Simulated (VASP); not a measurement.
# SnSe5 (P6/mmm) in VASP: a series of runs

The runs below take SnSe5 through single point, with PBE.

Program: VASP 6.6.1. These are calculated values, not measurements. Logs are shortened: lines on timing, memory, paths and dates and some standing lists are left out, and cuts for length are marked.

## Step 1: The cell of the first run

The structure is hexagonal, space group P6/mmm (No. 191). Conventional cell: a = 6.176 Å, b = 6.176 Å, c = 4.392 Å, α = 90.00°, β = 90.00°, γ = 120.00°. Sn (site symmetry 6/mmm) has 18 Se at 3.57 to 3.79 Å and 2 Sn at 4.39 Å within 4.7 Å. Se (site symmetry -6m2) has 9 Se at 2.83 to 3.57 Å and 3 Sn at 3.57 Å within 3.7 Å. Se (site symmetry mmm) has 8 Se at 2.83 to 3.09 Å and 4 Sn at 3.79 Å within 3.8 Å.

The cell was generated, and may not be a known phase.

## Step 2: Single point, PBE

The input, INCAR:

```
  PREC = Accurate
  ENCUT = 520
  EDIFF = 1E-6
  ISMEAR = 0
  SIGMA = 0.1
  LREAL = F
  LASPH = T
  NELM = 80
  ALGO = Normal
  ISIF = 2
  LWAVE = F
  LCHARG = F
  GGA = PE
  NBANDS = 31
```

The input, KPOINTS:

```
regular mesh
0
Gamma
  3 3 4
```

The input, POSCAR:

```
SnSe5
1.0
    6.1755257864     -0.0000000028      0.0000000000
   -3.0877628908      5.3481622141      0.0000000000
    0.0000000000      0.0000000000      4.3915936608
Sn Se
1 5
Direct
    0.0000000000      0.0000000000      0.0000000000
    0.3333333333      0.6666666667      0.0000000000
    0.6666666667      0.3333333333      0.0000000000
    0.5000000000      0.0000000000      0.5000000000
    0.5000000000      0.5000000000      0.5000000000
    0.0000000000      0.5000000000      0.5000000000
```

Potentials or basis: VASP PAW PBE potentials, release 64 (Sn_d, Se).

Launch:

```console
$ cat potpaw_PBE.64/Sn_d/POTCAR potpaw_PBE.64/Se/POTCAR > POTCAR
$ mpirun -np 1 vasp_std > vasp.out
```

OUTCAR:

```text
PREC = Accurate
   ENCUT = 520
   EDIFF = 1E-6
   ISMEAR = 0
   LREAL = F
   LASPH = T
   NELM = 80
   ISIF = 2
   GGA = PE

 ion  position               nearest neighbor table
   1  0.000  0.000  0.000-
   2  0.333  0.667  0.000-
   3  0.667  0.333  0.000-
   4  0.500  0.000  0.500-
   5  0.500  0.500  0.500-
   6  0.000  0.500  0.500-

  LATTYP: Found a hexagonal cell.
 ALAT       =     6.1755257864
 C/A-ratio  =     0.7111287059

  Lattice vectors:

 A1 = (   6.1755257864,  -0.0000000028,   0.0000000000)
 A2 = (  -3.0877628908,   5.3481622141,   0.0000000000)
 A3 = (   0.0000000000,   0.0000000000,   4.3915936608)

Analysis of symmetry for initial positions (statically):
=====================================================================
 Subroutine PRICEL returns:
 Original cell was already a primitive cell.

 Routine SETGRP: Setting up the symmetry group for a
 hexagonal supercell.

 Subroutine GETGRP returns: Found 24 space group operations
 (whereof 24 operations were pure point group operations)
 out of a pool of 24 trial point group operations.

The static configuration has the point symmetry D_6h.

Analysis of symmetry for dynamics (positions and initial velocities):
=====================================================================
 Subroutine PRICEL returns:
 Original cell was already a primitive cell.

 Routine SETGRP: Setting up the symmetry group for a
 hexagonal supercell.

 Subroutine GETGRP returns: Found 24 space group operations
 (whereof 24 operations were pure point group operations)
 out of a pool of 24 trial point group operations.

The dynamic configuration has the point symmetry D_6h.

 Subroutine INISYM returns: Found 24 space group operations
 (whereof 24 operations are pure point group operations),
 and found     1 'primitive' translations

----------------------------------------------------------------------------------------

                                     Primitive cell

  volume of cell :     145.0443

  direct lattice vectors                    reciprocal lattice vectors
     6.175525786 -0.000000003  0.000000000     0.161929532  0.093490059  0.000000000
    -3.087762891  5.348162214  0.000000000     0.000000000  0.186980118  0.000000000
     0.000000000  0.000000000  4.391593661     0.000000000  0.000000000  0.227707770

  length of vectors
     6.175525786  6.175525786  4.391593661     0.186980118  0.186980118  0.227707770

  position of ions in fractional coordinates (direct lattice)
     0.000000000  0.000000000  0.000000000
     0.333333333  0.666666667  0.000000000
     0.666666667  0.333333333  0.000000000
     0.500000000  0.000000000  0.500000000
     0.500000000  0.500000000  0.500000000
     1.000000000  0.500000000  0.500000000

  ion indices of the primitive-cell ions
   primitive index   ion index
                 1           1
                 2           2
                 3           3
                 4           4
                 5           5
                 6           6

----------------------------------------------------------------------------------------

 KPOINTS: regular mesh

Automatic generation of k-mesh.
 Grid dimensions read from file:
 generate k-points for:    3    3    4

 Generating k-lattice:

  Cartesian coordinates                     Fractional coordinates (reciprocal lattice)
     0.053976511  0.031163353  0.000000000     0.333333333  0.000000000  0.000000000
     0.000000000  0.062326706  0.000000000     0.000000000  0.333333333  0.000000000
     0.000000000  0.000000000  0.056926943     0.000000000  0.000000000  0.250000000

  Length of vectors
     0.062326706  0.062326706  0.056926943

  Shift w.r.t. Gamma in fractional coordinates (k-lattice)
     0.000000000  0.000000000  0.000000000

 Subroutine IBZKPT returns following result:
 ===========================================

 Found      9 irreducible k-points:

 Following reciprocal coordinates:
            Coordinates               Weight
  0.000000  0.000000  0.000000      1.000000
  0.333333  0.000000  0.000000      6.000000
  0.333333  0.333333  0.000000      2.000000
  0.000000  0.000000  0.250000      2.000000
  0.333333  0.000000  0.250000     12.000000
  0.333333  0.333333  0.250000      4.000000
  0.000000  0.000000  0.500000      1.000000
  0.333333  0.000000  0.500000      6.000000
  0.333333  0.333333  0.500000      2.000000
   k-points           NKPTS =      9   k-points in BZ     NKDIM =      9   number of bands    NBANDS=     31
   number of dos      NEDOS =    301   number of ions     NIONS =      6
   total plane-waves  NPLWV =  82944
   dimension x,y,z NGX =    48 NGY =   48 NGZ =   36
   dimension x,y,z NGXF=    96 NGYF=   96 NGZF=   72
   ions per type =               1   5
   NGX,Y,Z   is equivalent  to a cutoff of  12.92, 12.92, 13.63 a.u.
   NGXF,Y,Z  is equivalent  to a cutoff of  25.84, 25.84, 27.26 a.u.
 SYSTEM =  unknown system
   PREC   = accura    normal or accurate (medium, high low for compatibility)
   ISTART =      0    job   : 0-new  1-cont  2-samecut
   ICHARG =      2    charge: 1-file 2-atom 10-const
   ISPIN  =      1    spin polarized calculation?
   LNONCOLLINEAR =      F non collinear calculations
   LSORBIT =      F    spin-orbit coupling
   LASPH  =      T    aspherical Exc in radial PAW
   ENCUT  =  520.0 eV  38.22 Ry    6.18 a.u.  11.48 11.48  8.17*2*pi/ulx,y,z
   NELM   =     80;   NELMIN=  2; NELMDL= -5     # of ELM steps
   EDIFF  = 0.1E-05   stopping-criterion for ELM
   LREAL  =      F    real-space projection
   EDIFFG = 0.1E-04   stopping-criterion for IOM
   NSW    =      0    number of steps for IOM
   IBRION =     -1    ionic relax: 0-MD 1-quasi-New 2-CG
   NFREE  =      0    steps in history (QN), initial steepest desc. (CG)
   ISIF   =      2    stress and relaxation
   ISYM   =      2    0-nonsym 1-usesym 2-fastsym
   POTIM  = 0.5000    time-step for ionic-motion
   TEBEG  =    0.0;   TEEND  =   0.0 temperature during run
   PSTRESS=    0.0 pullay stress
   NELECT =      44.0000    total number of electrons
   NUPDOWN=      -1.0000    fix difference up-down
   EMIN   =  10.00;   EMAX   =-10.00  energy-range for DOS
   EFERMI =   0.00;   METHOD = LEGACY
   ISMEAR =     0;   SIGMA  =   0.10  broadening in eV -4-tet -1-fermi 0-gaus
   EFERMI_NEDOS =   21; number of points for ismear=-14 and -15
   IALGO  =     38    algorithm
   IMIX   =      4    mixing-type and parameters
     AMIX     =   0.40;   BMIX     =  1.00
     AMIX_MAG =   1.60;   BMIX_MAG =  1.00
  volume/ion in A,a.u.               =      24.17       163.13
  Fermi-wavevector in a.u.,A,eV,Ry     =   1.099999  2.078696 16.463010  1.209997
  Thomas-Fermi vector in A             =   2.236403
   LORBIT       =      0    0 simple, 1 ext, 2 COOP (PROOUT), +10 PAW based schemes
   GGA     = PE    functional components
   LHFCALC =     F    Hartree Fock is set to
   AEXX    =    0.0000 exact exchange contribution
   IVDW    =     0    specifies the selected vdW correction
   LEPSILON=     F    determine dielectric tensor
   LRPA    =     F    only Hartree local field effects (RPA)
 non-spin polarized calculation
 Gauss-broadening in eV      SIGMA  =   0.10
  energy-cutoff  :      520.00
  volume of cell :      145.04
 maximum number of plane-waves:      3928
 NGX is ok and might be reduce to    48
   NGX = 23   NGY = 23   NGZ = 17

 number of electron      43.9999993 magnetization

 Free energy of the ion-electron system (eV)
  ---------------------------------------------------
  ext. energy  EPLUGINS =         0.00000000
  ---------------------------------------------------
  free energy    TOTEN  =       -18.68288564 eV

  energy without entropy =      -18.67084328  energy(sigma->0) =      -18.67686446

 E-fermi :   5.2472     XC(G=0):  -9.8712

 val. band max:        5.2393160552   @ k =   0.3333   0.0000   0.5000
 cond. band min:       5.4457190980   @ k =   0.3333   0.0000   0.2500
 fundamental gap:      0.2064030429
 Fermi energy:         5.2472035001

 k-point     1 :       0.0000    0.0000    0.0000
  band No.  band energies     occupation
      1     -17.4841      2.00000
      2     -17.4841      2.00000
      3     -17.4554      2.00000
      4     -17.4554      2.00000
      5     -17.4536      2.00000
      6     -10.7769      2.00000
[... 23 lines left out ...]
     30      10.0254      0.00000
     31      10.3266      0.00000

 k-point     2 :       0.3333    0.0000    0.0000
  band No.  band energies     occupation
      1     -17.4842      2.00000
      2     -17.4839      2.00000
      3     -17.4554      2.00000
      4     -17.4554      2.00000
      5     -17.4534      2.00000
      6     -10.4449      2.00000
[... 23 lines left out ...]
     30      11.1912      0.00000
     31      11.5255      0.00000

 k-point     3 :       0.3333    0.3333    0.0000
  band No.  band energies     occupation
      1     -17.4840      2.00000
      2     -17.4840      2.00000
      3     -17.4554      2.00000
      4     -17.4554      2.00000
      5     -17.4533      2.00000
      6      -9.9099      2.00000
[... 23 lines left out ...]
     30      11.3851      0.00000
     31      12.0927      0.00000

 k-point     4 :       0.0000    0.0000    0.2500
  band No.  band energies     occupation
      1     -17.4839      2.00000
      2     -17.4839      2.00000
      3     -17.4565      2.00000
      4     -17.4565      2.00000
      5     -17.4498      2.00000
      6     -10.3622      2.00000
[... 23 lines left out ...]
     30      10.7887      0.00000
     31      12.5326      0.00000

 k-point     5 :       0.3333    0.0000    0.2500
  band No.  band energies     occupation
      1     -17.4841      2.00000
      2     -17.4837      2.00000
      3     -17.4566      2.00000
      4     -17.4565      2.00000
      5     -17.4496      2.00000
      6     -10.0374      2.00000
[... 23 lines left out ...]
     30      11.3680      0.00000
     31      12.0207      0.00000

 k-point     6 :       0.3333    0.3333    0.2500
  band No.  band energies     occupation
      1     -17.4839      2.00000
      2     -17.4839      2.00000
      3     -17.4566      2.00000
      4     -17.4566      2.00000
      5     -17.4495      2.00000
      6      -9.5197      2.00000
[... 23 lines left out ...]
     30      11.2707      0.00000
     31      11.2707      0.00000

 k-point     7 :       0.0000    0.0000    0.5000
  band No.  band energies     occupation
      1     -17.4838      2.00000
      2     -17.4838      2.00000
      3     -17.4575      2.00000
      4     -17.4575      2.00000
      5     -17.4460      2.00000
      6      -9.3976      2.00000
[... 23 lines left out ...]
     30      12.7694      0.00000
     31      12.7695      0.00000

 k-point     8 :       0.3333    0.0000    0.5000
  band No.  band energies     occupation
      1     -17.4839      2.00000
      2     -17.4836      2.00000
      3     -17.4577      2.00000
      4     -17.4576      2.00000
      5     -17.4459      2.00000
      6      -9.0661      2.00000
[... 23 lines left out ...]
     30      11.5046      0.00000
     31      12.1668      0.00000

 k-point     9 :       0.3333    0.3333    0.5000
  band No.  band energies     occupation
      1     -17.4837      2.00000
      2     -17.4837      2.00000
      3     -17.4577      2.00000
      4     -17.4577      2.00000
      5     -17.4458      2.00000
      6      -8.5450      2.00000
[... 23 lines left out ...]
     30      11.6365      0.00000
     31      11.6537      0.00000

------------------------ aborting loop because EDIFF is reached ----------------------------------------

  FORCE on cell =-STRESS in cart. coord.  units (eV):
  Direction    XX          YY          ZZ          XY          YZ          ZX
  --------------------------------------------------------------------------------------
  -------------------------------------------------------------------------------------
  Total       -0.0862233     -0.0862233      0.2224330      0.0000000      0.0000000      0.0000000
  in kB       -0.9524328     -0.9524328      2.4570227      0.0000000      0.0000000      0.0000000
  external PRESSURE =       0.1840524 kB  Pullay stress =       0.0000000 kB

 VOLUME and BASIS-vectors are now :
 -----------------------------------------------------------------------------
  energy-cutoff  :      520.00
  volume of cell :      145.04
      direct lattice vectors                 reciprocal lattice vectors
     6.175525786 -0.000000003  0.000000000     0.161929532  0.093490059  0.000000000
    -3.087762891  5.348162214  0.000000000     0.000000000  0.186980118  0.000000000
     0.000000000  0.000000000  4.391593661     0.000000000  0.000000000  0.227707770

 POSITION                                       TOTAL-FORCE (eV/Angst)
 -----------------------------------------------------------------------------------
      0.00000      0.00000      0.00000         0.000000      0.000000      0.000000
      0.00000      3.56544      0.00000         0.000000     -0.000000     -0.000000
      3.08776      1.78272      0.00000        -0.000000      0.000000      0.000000
      3.08776     -0.00000      2.19580         0.000000      0.000000      0.000000
      1.54388      2.67408      2.19580         0.000000      0.000000      0.000000
     -1.54388      2.67408      2.19580         0.000000      0.000000      0.000000
 -----------------------------------------------------------------------------------
    total drift:                               -0.000000      0.000000     -0.000000

  FREE ENERGIE OF THE ION-ELECTRON SYSTEM (eV)
  ---------------------------------------------------
  free  energy   TOTEN  =       -18.6828856350 eV

  energy  without entropy=      -18.6708432788  energy(sigma->0) =      -18.67686446
```

It took 38 s on 1 thread of AMD EPYC 9R45 (Zen 5), shared host; peak memory 0.24 GiB.

Results:

```
Free energy            : -18.6829 eV
Pressure               : 0.0 GPa
Band gap on the k mesh : zero (bands 22 and 23 overlap by 1.34 eV)
```

Levels at points of the mesh, in eV from the Fermi level:
| k point | band 18 | band 19 | band 20 | band 21 | band 22 | band 23 | band 24 | band 25 | band 26 | band 27 |
| --- | --- | --- | --- | --- | --- | --- | --- | --- | --- | --- |
| (0.00, 0.00, 0.00) | -2.63 | -2.20 | -2.20 | -0.80 | -0.80 | 0.35 | 0.40 | 0.40 | 1.47 | 3.23 |
| (0.00, 0.00, 0.50) | -3.00 | -1.38 | -0.97 | -0.72 | 0.48 | 0.83 | 0.83 | 1.60 | 1.60 | 2.38 |

Caveat: the k points lie up to 0.39 Å⁻¹ apart, too coarse for converged energies and pressures of a metal; spin-orbit coupling is left out, which moves the levels of the heavy elements.

## Step 3: Single point, PBE

This run uses another cell than the first one, of 26.72 Å³/atom.

The input, INCAR:

```
  PREC = Accurate
  ENCUT = 520
  EDIFF = 1E-6
  ISMEAR = 0
  SIGMA = 0.1
  LREAL = False
  LASPH = True
  NELM = 60
  ALGO = Normal
  ISIF = 2
  LWAVE = False
  LCHARG = True
  GGA = PE
  LELF = True
  LVHAR = True
  NBANDS = 31
```

The input, KPOINTS:

```
regular mesh
0
Gamma
  6 6 8
```

Edit POSCAR of step 2 so:

```diff
@@ -2,5 +2,5 @@
 1.0
-    6.1755257864     -0.0000000028      0.0000000000
-   -3.0877628908      5.3481622141      0.0000000000
-    0.0000000000      0.0000000000      4.3915936608
+    7.2445504131      0.0000000000      0.0000000000
+   -3.6222752065      6.2739646967      0.0000000000
+    0.0000000000      0.0000000000      3.5274896663
 Sn Se
```

Potentials or basis: VASP PAW PBE potentials, release 64 (Sn_d, Se).

Launch:

```console
$ cat potpaw_PBE.64/Sn_d/POTCAR potpaw_PBE.64/Se/POTCAR > POTCAR
$ mpirun -np 1 vasp_std > vasp.out
```

Run time: 2.3 min. Hardware: 1 thread of AMD EPYC 9R45 (Zen 5), shared host; peak memory 0.32 GiB.

It converged, with:

| Property | Result |
| --- | --- |
| Free energy | -19.1459 eV |
| Pressure | 0.0 GPa |
| Band gap on the k mesh | zero (bands 22 and 23 overlap by 1.39 eV) |

Stress tensor (GPa, compression positive):
```
-0.03  0.00  0.00
 0.00 -0.03  0.00
 0.00  0.00  0.06
```

Levels at points of the mesh, in eV from the Fermi level:
| k point | band 20 | band 21 | band 22 | band 23 | band 24 | band 25 |
| --- | --- | --- | --- | --- | --- | --- |
| (0.00, 0.00, 0.00) | -1.32 | -1.00 | -0.82 | -0.82 | 1.45 | 1.45 |
| (0.50, 0.00, 0.00) | -0.82 | -0.57 | -0.48 | 0.78 | 1.00 | 1.10 |
| (0.00, 0.00, 0.50) | -1.62 | -1.60 | -0.89 | -0.89 | -0.39 | 1.03 |
| (0.50, 0.00, 0.50) | -1.79 | -0.64 | -0.64 | 0.00 | 0.64 | 0.89 |

Caveat: spin-orbit coupling is left out, which moves the levels of the heavy elements.

The gap in the log of VASP goes by the Fermi energy; the results here count the filled bands.